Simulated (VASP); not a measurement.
# CoO (P3m1) in VASP: a series of runs

CoO is run at these levels: PBEsol; tasks: single point.

All numbers are computed with VASP 6.6.1; they aren't measurements. Logs are shortened: lines on timing, memory, paths and dates and some standing lists are left out, and cuts for length are marked.

## (1) The cell of the first run

The typed cell holds 4 atoms: a = 3.176 Å, b = 3.176 Å, c = 5.194 Å, α = 90.00°, β = 90.00°, γ = 120.00°.

## (2) Single point, PBEsol, collinear spin, ferromagnetic start

INCAR

```
SYSTEM = CoO
  PREC = Accurate
  ENCUT = 520
  EDIFF = 1E-6
  ISMEAR = -1
  SIGMA = 0.05
  LREAL = .FALSE.
  LASPH = .TRUE.
  NELM = 150
  ALGO = Normal
  ISIF = 2
  LWAVE = .FALSE.
  LCHARG = .FALSE.
  ISPIN = 2
  MAGMOM = 2 2 0 0
  LORBIT = 11
  LMAXMIX = 4
  GGA = PS
  NBANDS = 27
```

KPOINTS

```
Automatic mesh
0
G
  10 10 5
  0 0 0
```

POSCAR

```
CoO
1.0
    3.1761843872      0.0000000000      0.0000000000
   -1.5880921936      2.7506563664      0.0000000000
    0.0000000000      0.0000000000      5.1936166411
Co O
2 2
Direct
    0.3333333333      0.6666666667      0.5033624100
    0.0000000000      0.0000000000      0.0034741400
    0.3333333333      0.6666666667      0.8715556000
    0.0000000000      0.0000000000      0.3716088500
```

Potentials or basis: VASP PAW PBE potentials, release 64 (Co, O).

The run is started by

```sh
> cat potpaw_PBE.64/Co/POTCAR potpaw_PBE.64/O/POTCAR > POTCAR
> mpirun -np 1 vasp_std > vasp.out
```

OUTCAR:

```text
SYSTEM = CoO
   PREC = Accurate
   ENCUT = 520
   EDIFF = 1E-6
   ISMEAR = -1
   LREAL = .FALSE.
   LASPH = .TRUE.
   NELM = 150
   ISIF = 2
   ISPIN = 2
   LORBIT = 11
   GGA = PS

 ion  position               nearest neighbor table
   1  0.333  0.667  0.503-   3 1.91   4 1.96   4 1.96   4 1.96
   2  0.000  0.000  0.003-   4 1.91   3 1.96   3 1.96   3 1.96
   3  0.333  0.667  0.872-   1 1.91   2 1.96   2 1.96   2 1.96
   4  0.000  0.000  0.372-   2 1.91   1 1.96   1 1.96   1 1.96

  LATTYP: Found a hexagonal cell.
 ALAT       =     3.1761843872
 C/A-ratio  =     1.6351747909

  Lattice vectors:

 A1 = (   3.1761843872,   0.0000000000,   0.0000000000)
 A2 = (  -1.5880921936,   2.7506563664,   0.0000000000)
 A3 = (   0.0000000000,   0.0000000000,   5.1936166411)

Analysis of symmetry for initial positions (statically):
=====================================================================
 Subroutine PRICEL returns:
 Original cell was already a primitive cell.

 Routine SETGRP: Setting up the symmetry group for a
 hexagonal supercell.

 Subroutine GETGRP returns: Found  6 space group operations
 (whereof  6 operations were pure point group operations)
 out of a pool of 24 trial point group operations.

The static configuration has the point symmetry C_3v.

Analysis of symmetry for dynamics (positions and initial velocities):
=====================================================================
 Subroutine PRICEL returns:
 Original cell was already a primitive cell.

 Routine SETGRP: Setting up the symmetry group for a
 hexagonal supercell.

 Subroutine GETGRP returns: Found  6 space group operations
 (whereof  6 operations were pure point group operations)
 out of a pool of 24 trial point group operations.

The dynamic configuration has the point symmetry C_3v.

Analysis of structural, dynamic, and magnetic symmetry:
=====================================================================
 Subroutine PRICEL returns:
 Original cell was already a primitive cell.

 Routine SETGRP: Setting up the symmetry group for a
 hexagonal supercell.

 Subroutine GETGRP returns: Found  6 space group operations
 (whereof  6 operations were pure point group operations)
 out of a pool of 24 trial point group operations.

The overall configuration has the point symmetry C_3v.

 Subroutine INISYM returns: Found  6 space group operations
 (whereof  6 operations are pure point group operations),
 and found     1 'primitive' translations

----------------------------------------------------------------------------------------

                                     Primitive cell

  volume of cell :      45.3745

  direct lattice vectors                    reciprocal lattice vectors
     3.176184387  0.000000000  0.000000000     0.314843182  0.181774796  0.000000000
    -1.588092194  2.750656366  0.000000000     0.000000000  0.363549592  0.000000000
     0.000000000  0.000000000  5.193616641     0.000000000  0.000000000  0.192544053

  length of vectors
     3.176184387  3.176184387  5.193616641     0.363549592  0.363549592  0.192544053

  position of ions in fractional coordinates (direct lattice)
     0.333333333  0.666666667  0.503362410
     0.000000000  0.000000000  0.003474140
     0.333333333  0.666666667  0.871555600
     0.000000000  0.000000000  0.371608850

  ion indices of the primitive-cell ions
   primitive index   ion index
                 1           1
                 2           2
                 3           3
                 4           4

----------------------------------------------------------------------------------------

 KPOINTS: Automatic mesh

Automatic generation of k-mesh.
 Grid dimensions read from file:
 generate k-points for:   10   10    5

 Generating k-lattice:

  Cartesian coordinates                     Fractional coordinates (reciprocal lattice)
     0.031484318  0.018177480  0.000000000     0.100000000  0.000000000  0.000000000
     0.000000000  0.036354959  0.000000000     0.000000000  0.100000000  0.000000000
     0.000000000  0.000000000  0.038508811     0.000000000  0.000000000  0.200000000

  Length of vectors
     0.036354959  0.036354959  0.038508811

  Shift w.r.t. Gamma in fractional coordinates (k-lattice)
     0.000000000  0.000000000  0.000000000

 Subroutine IBZKPT returns following result:
 ===========================================

 Found     58 irreducible k-points:

 Following reciprocal coordinates:
            Coordinates               Weight
  0.000000  0.000000  0.000000      1.000000
  0.100000  0.000000  0.000000      6.000000
  0.200000  0.000000  0.000000      6.000000
  0.300000  0.000000  0.000000      6.000000
  0.400000  0.000000  0.000000      6.000000
  0.500000  0.000000  0.000000      3.000000
[... 16 lines left out ...]
  0.000000  0.400000  0.200000      6.000000
  0.500000  0.000000  0.200000      6.000000
 [... further k-points ...]
   k-points           NKPTS =     58   k-points in BZ     NKDIM =     58   number of bands    NBANDS=     27
   number of dos      NEDOS =    301   number of ions     NIONS =      4
   total plane-waves  NPLWV =  23040
   dimension x,y,z NGX =    24 NGY =   24 NGZ =   40
   dimension x,y,z NGXF=    48 NGYF=   48 NGZF=   80
   ions per type =               2   2
   NGX,Y,Z   is equivalent  to a cutoff of  12.56, 12.56, 12.80 a.u.
   NGXF,Y,Z  is equivalent  to a cutoff of  25.12, 25.12, 25.61 a.u.
 SYSTEM =  CoO
   PREC   = accura    normal or accurate (medium, high low for compatibility)
   ISTART =      0    job   : 0-new  1-cont  2-samecut
   ICHARG =      2    charge: 1-file 2-atom 10-const
   ISPIN  =      2    spin polarized calculation?
   LNONCOLLINEAR =      F non collinear calculations
   LSORBIT =      F    spin-orbit coupling
   LASPH  =      T    aspherical Exc in radial PAW
   ENCUT  =  520.0 eV  38.22 Ry    6.18 a.u.   5.91  5.91  9.66*2*pi/ulx,y,z
   NELM   =    150;   NELMIN=  2; NELMDL= -5     # of ELM steps
   EDIFF  = 0.1E-05   stopping-criterion for ELM
   LREAL  =      F    real-space projection
   EDIFFG = 0.1E-04   stopping-criterion for IOM
   NSW    =      0    number of steps for IOM
   IBRION =     -1    ionic relax: 0-MD 1-quasi-New 2-CG
   NFREE  =      0    steps in history (QN), initial steepest desc. (CG)
   ISIF   =      2    stress and relaxation
   ISYM   =      2    0-nonsym 1-usesym 2-fastsym
   POTIM  = 0.5000    time-step for ionic-motion
   TEBEG  =    0.0;   TEEND  =   0.0 temperature during run
   PSTRESS=    0.0 pullay stress
   NELECT =      30.0000    total number of electrons
   NUPDOWN=      -1.0000    fix difference up-down
   EMIN   =  10.00;   EMAX   =-10.00  energy-range for DOS
   EFERMI =   0.00;   METHOD = LEGACY
   ISMEAR =    -1;   SIGMA  =   0.05  broadening in eV -4-tet -1-fermi 0-gaus
   EFERMI_NEDOS =   21; number of points for ismear=-14 and -15
   IALGO  =     38    algorithm
   IMIX   =      4    mixing-type and parameters
     AMIX     =   0.40;   BMIX     =  1.00
     AMIX_MAG =   1.60;   BMIX_MAG =  1.00
  volume/ion in A,a.u.               =      11.34        76.55
  Fermi-wavevector in a.u.,A,eV,Ry     =   1.426192  2.695112 27.674564  2.034023
  Thomas-Fermi vector in A             =   2.546495
   LORBIT       =     11    0 simple, 1 ext, 2 COOP (PROOUT), +10 PAW based schemes
   GGA     = PS    functional components
   LHFCALC =     F    Hartree Fock is set to
   AEXX    =    0.0000 exact exchange contribution
   IVDW    =     0    specifies the selected vdW correction
   LEPSILON=     F    determine dielectric tensor
   LRPA    =     F    only Hartree local field effects (RPA)
 spin polarized calculation
  energy-cutoff  :      520.00
  volume of cell :       45.37
 maximum number of plane-waves:      1244
   NGX = 11   NGY = 11   NGZ = 19

 number of electron      30.0000005 magnetization       5.6678507

 Free energy of the ion-electron system (eV)
  ---------------------------------------------------
  ext. energy  EPLUGINS =         0.00000000
  ---------------------------------------------------
  free energy    TOTEN  =       -28.31804762 eV

  energy without entropy =      -28.27879920  energy(sigma->0) =      -28.29842341

 E-fermi :   6.0209     XC(G=0): -11.5138

 val. band max:        6.0197952049   @ k =   0.4000   0.1000   0.2000
 cond. band min:       6.0255170951   @ k =   0.4000   0.2000   0.0000
 fundamental gap:      0.0057218902
 Fermi energy:         6.0209160694

 spin component 1

 k-point     1 :       0.0000    0.0000    0.0000
  band No.  band energies     occupation
      1     -14.0574      1.00000
      2     -13.3895      1.00000
      3      -1.1769      1.00000
      4      -0.3295      1.00000
      5      -0.1396      1.00000
      6      -0.1396      1.00000
[... 19 lines left out ...]
     26      20.8797      0.00000
     27      22.3163      0.00000
[... 661 lines left out ...]
 k-point    24 :       0.5000    0.0000    0.2000
  band No.  band energies     occupation
      1     -13.3853      1.00000
      2     -13.2221      1.00000
      3      -1.0827      1.00000
      4      -0.9840      1.00000
      5       0.0386      1.00000
      6       0.1615      1.00000
[... 19 lines left out ...]
     26      20.0814      0.00000
     27      21.5243      0.00000

 [... further k-points ...]

 spin component 2

 k-point     1 :       0.0000    0.0000    0.0000
  band No.  band energies     occupation
      1     -13.4982      1.00000
      2     -12.7947      1.00000
      3      -0.6510      1.00000
      4       0.9078      1.00000
      5       1.0537      1.00000
      6       1.0537      1.00000
[... 19 lines left out ...]
     26      21.3990      0.00000
     27      23.1509      0.00000
[... 661 lines left out ...]
 k-point    24 :       0.5000    0.0000    0.2000
  band No.  band energies     occupation
      1     -12.7905      1.00000
      2     -12.6184      1.00000
      3      -0.5114      1.00000
      4      -0.3095      1.00000
      5       0.8104      1.00000
      6       1.2072      1.00000
[... 19 lines left out ...]
     26      20.7081      0.00000
     27      22.2830      0.00000

 [... further k-points ...]
[... 5 lines left out ...]
  --------------------------------------------------------------------------------------
  -------------------------------------------------------------------------------------
  Total       -1.9255904     -1.9255904     -0.6815249      0.0000000      0.0000000      0.0000000
  in kB      -67.9927420    -67.9927420    -24.0646943      0.0000000      0.0000000      0.0000000
  external PRESSURE =     -53.3500594 kB  Pullay stress =       0.0000000 kB

 VOLUME and BASIS-vectors are now :
 -----------------------------------------------------------------------------
  energy-cutoff  :      520.00
  volume of cell :       45.37
      direct lattice vectors                 reciprocal lattice vectors
     3.176184387  0.000000000  0.000000000     0.314843182  0.181774796  0.000000000
    -1.588092194  2.750656366  0.000000000     0.000000000  0.363549592  0.000000000
     0.000000000  0.000000000  5.193616641     0.000000000  0.000000000  0.192544053

 POSITION                                       TOTAL-FORCE (eV/Angst)
 -----------------------------------------------------------------------------------
     -0.00000      1.83377      2.61427        -0.000000     -0.000000     -0.283005
      0.00000      0.00000      0.01804         0.000000     -0.000000     -0.288583
     -0.00000      1.83377      4.52653        -0.000000      0.000000      0.285753
      0.00000      0.00000      1.92999         0.000000     -0.000000      0.285835
 -----------------------------------------------------------------------------------
    total drift:                               -0.000000     -0.000001     -0.001762

  FREE ENERGIE OF THE ION-ELECTRON SYSTEM (eV)
  ---------------------------------------------------
  free  energy   TOTEN  =       -28.3180476185 eV

  energy  without entropy=      -28.2787991990  energy(sigma->0) =      -28.29842341

 total charge

# of ion       s       p       d       tot
------------------------------------------
    1        0.356   0.457   7.203   8.016
    2        0.356   0.457   7.204   8.016
    3        1.547   3.425   0.000   4.972
    4        1.547   3.426   0.000   4.972
--------------------------------------------------
tot          3.805   7.764  14.407  25.976

 magnetization (x)

# of ion       s       p       d       tot
------------------------------------------
    1        0.015   0.057   2.354   2.426
    2        0.015   0.057   2.354   2.426
    3        0.022   0.289   0.000   0.311
    4        0.022   0.289   0.000   0.310
--------------------------------------------------
tot          0.074   0.692   4.708   5.474
```

Wall time 2.6 min (1 thread of Intel Xeon Platinum 8259CL at 2.50GHz (Skylake/Cascade Lake), shared host); peak memory 0.24 GiB.

What came out:

```
Free energy                                           : -28.3180 eV
Pressure                                              : -5.3 GPa
Largest force                                         : 0.289 eV/Å
Net moment                                            : 5.67 μB per cell
Site moments                                          : Co +2.43; O +0.31 μB
Valence electrons inside the program's atomic spheres : Co 8.02; O 4.97
```

Forces in eV/Å, atoms in the order of the input:
```
Co   0.000  0.000 -0.283
Co   0.000  0.000 -0.289
O    0.000  0.000  0.286
O    0.000  0.000  0.286
```

Caveat: the PAW data sets were made with another functional, which shifts forces and pressure a little; semilocal functionals often make such compounds metallic where correlation or magnetic order opens a gap, which also shifts bond lengths.

## (3) Single point, PBEsol, collinear spin, ferromagnetic start

This run uses another cell than the first one, of 11.58 Å³/atom, 1.020 times its volume.

INCAR

```
SYSTEM = CoO
ALGO = Normal
EDIFF = 1E-6
ENCUT = 520
GGA = PS
ISIF = 2
ISMEAR = -1
ISPIN = 2
LASPH = .True.
LCHARG = .True.
LELF = .True.
LMAXMIX = 4
LORBIT = 11
LREAL = .False.
LVHAR = .True.
LWAVE = .False.
MAGMOM = 2 2 0 0
NBANDS = 27
NELM = 150
PREC = Accurate
SIGMA = 0.05
```

KPOINTS

```
k-points
0
Gamma
  10 10 5
  0 0 0
```

POSCAR

```
CoO
1.0
    3.1976457435      0.0000000000      0.0000000000
   -1.5988228718      2.7692424462      0.0000000000
    0.0000000000      0.0000000000      5.2287097100
Co O
2 2
Direct
    0.3333333333      0.6666666667      0.5033624100
    0.0000000000      0.0000000000      0.0034741400
    0.3333333333      0.6666666667      0.8715556000
    0.0000000000      0.0000000000      0.3716088500
```

Potentials or basis: VASP PAW PBE potentials, release 64 (Co, O).

The run is started by

```sh
> cat potpaw_PBE.64/Co/POTCAR potpaw_PBE.64/O/POTCAR > POTCAR
> mpirun -np 1 vasp_std > vasp.out
```

It took 3 min on 1 thread of Intel Xeon Platinum 8259CL at 2.50GHz (Skylake/Cascade Lake), shared host; peak memory 0.24 GiB.

It converged, with:

| Property | Result |
| --- | --- |
| Free energy | -28.2819 eV |
| Pressure | -7.5 GPa |
| Largest force | 0.264 eV/Å |
| Net moment | 5.78 μB per cell |
| Site moments | Co +2.47; O +0.32 μB |
| Valence electrons inside the program's atomic spheres | Co 7.98; O 4.96 |

Forces on the atoms (eV/Å):
```
Co   0.000  0.000 -0.259
Co   0.000  0.000 -0.264
O    0.000  0.000  0.262
O    0.000  0.000  0.261
```

Stress tensor (GPa, compression positive):
```
-8.71  0.00  0.00
 0.00 -8.71  0.00
 0.00  0.00 -5.20
```

Levels at points of the mesh, in eV from the Fermi level:
Spin up:
```tsv
k point	band 16	band 17	band 18	band 19	band 20	band 21
(0.00, 0.00, 0.00)	-0.05	0.21	0.23	0.23	5.32	6.96
(0.50, 0.00, 0.00)	-1.72	-0.64	-0.53	5.55	5.91	7.06
```
Spin down:
```csv
k point,band 9,band 10,band 11,band 12,band 13,band 14,band 15,band 16
"(0.00, 0.00, 0.00)",-0.75,-0.75,-0.15,-0.15,0.12,0.59,1.53,1.53
"(0.50, 0.00, 0.00)",-0.81,-0.68,-0.22,-0.07,0.08,0.15,0.69,0.70
```

Caveat: the PAW data sets were made with another functional, which shifts forces and pressure a little; semilocal functionals often make such compounds metallic where correlation or magnetic order opens a gap, which also shifts bond lengths. With open d or f shells a metallic result of PBEsol can be an artefact of self-interaction; +U or a hybrid may open a gap.

## (4) Single point, PBEsol, collinear spin, ferromagnetic start

This run uses another cell than the first one, of 12.04 Å³/atom, 1.061 times its volume.

INCAR

```
ALGO = Normal
EDIFF = 1E-6
ENCUT = 520
GGA = PS
ISIF = 2
ISMEAR = -1
ISPIN = 2
LASPH = True
LCHARG = False
LMAXMIX = 4
LORBIT = 11
LREAL = False
LWAVE = False
MAGMOM = 2 2 0 0
NBANDS = 27
NELM = 150
PREC = Accurate
SIGMA = 0.05
```

KPOINTS

```
k-points
0
Gamma
  10 10 5
```

POSCAR

```
CoO
1.0
    3.2397248551      0.0000000000      0.0000000000
   -1.6198624276      2.8056840258      0.0000000000
    0.0000000000      0.0000000000      5.2975164125
Co O
2 2
Direct
    0.3333333333      0.6666666667      0.5033624100
    0.0000000000      0.0000000000      0.0034741400
    0.3333333333      0.6666666667      0.8715556000
    0.0000000000      0.0000000000      0.3716088500
```

The run is started by

```sh
> cat potpaw_PBE.64/Co/POTCAR potpaw_PBE.64/O/POTCAR > POTCAR
> mpirun -np 1 vasp_std > vasp.out
```

It took 3 min on 1 thread of Intel Xeon Platinum 8259CL at 2.50GHz (Skylake/Cascade Lake), shared host; peak memory 0.25 GiB.

Results (log left out):

```yaml
Free_energy: -28.1731 eV
Pressure: -11.6 GPa
Largest_force: 0.226 eV/Å
Net_moment: 5.93 μB per cell
Site_moments: Co +2.52; O +0.33 μB
Valence_electrons_inside_the_program's_atomic_spheres: Co 7.91, 7.90; O 4.95
```

Forces in eV/Å, atoms in the order of the input:
```
Co   0.000  0.000 -0.220
Co   0.000  0.000 -0.226
O    0.000  0.000  0.224
O    0.000  0.000  0.223
```

Stress tensor (GPa, compression positive):
```
-12.32   0.00   0.00
  0.00 -12.32   0.00
  0.00   0.00 -10.25
```

Levels at points of the mesh, in eV from the Fermi level:
Spin up:
| k point | band 14 | band 15 | band 16 | band 17 | band 18 | band 19 | band 20 | band 21 | band 22 | band 23 |
| --- | --- | --- | --- | --- | --- | --- | --- | --- | --- | --- |
| (0.00, 0.00, 0.00) | -0.74 | -0.74 | -0.14 | 0.09 | 0.09 | 0.09 | 5.12 | 6.77 | 13.14 | 13.14 |
| (0.50, 0.00, 0.00) | -2.08 | -1.98 | -1.76 | -0.72 | -0.62 | 5.34 | 5.76 | 6.90 | 8.89 | 10.16 |
Spin down:
| k point | band 8 | band 9 | band 10 | band 11 | band 12 | band 13 | band 14 | band 15 | band 16 | band 17 |
| --- | --- | --- | --- | --- | --- | --- | --- | --- | --- | --- |
| (0.00, 0.00, 0.00) | -4.38 | -0.71 | -0.71 | -0.14 | -0.14 | 0.15 | 0.52 | 1.50 | 1.50 | 2.36 |
| (0.50, 0.00, 0.00) | -4.18 | -0.74 | -0.59 | -0.21 | -0.08 | 0.10 | 0.20 | 0.68 | 0.72 | 1.47 |

Caveat: the PAW data sets were made with another functional, which shifts forces and pressure a little; semilocal functionals often make such compounds metallic where correlation or magnetic order opens a gap, which also shifts bond lengths. With open d or f shells a metallic result of PBEsol can be an artefact of self-interaction; +U or a hybrid may open a gap.

## (5) Overview

```tsv
cell	gap on the mesh (eV)	pressure (GPa)	moment (μB)	largest force (eV/Å)
a = 3.176, b = 3.176, c = 5.194 Å, angles 90.0, 90.0, 120.0°, 4 atoms	none	-5.3	5.67	0.29
a = 3.198, b = 3.198, c = 5.229 Å, angles 90.0, 90.0, 120.0°, 4 atoms	none	-7.5	5.78	0.26
a = 3.240, b = 3.240, c = 5.298 Å, angles 90.0, 90.0, 120.0°, 4 atoms	none	-11.6	5.93	0.23
```

Alike in all rows: task single point; level PBEsol; potentials or basis VASP PAW PBE potentials, release 64 (Co, O); spin collinear, ferromagnetic start; k mesh 10 × 10 × 5; cutoff (eV) 520; smearing fermi-dirac 0.05 eV.

Caveats: the PAW data sets were made with another functional, which shifts forces and pressure a little; semilocal functionals often make such compounds metallic where correlation or magnetic order opens a gap, which also shifts bond lengths.

Total energies depend on the potentials used, so only differences within one code and one set of settings carry meaning.
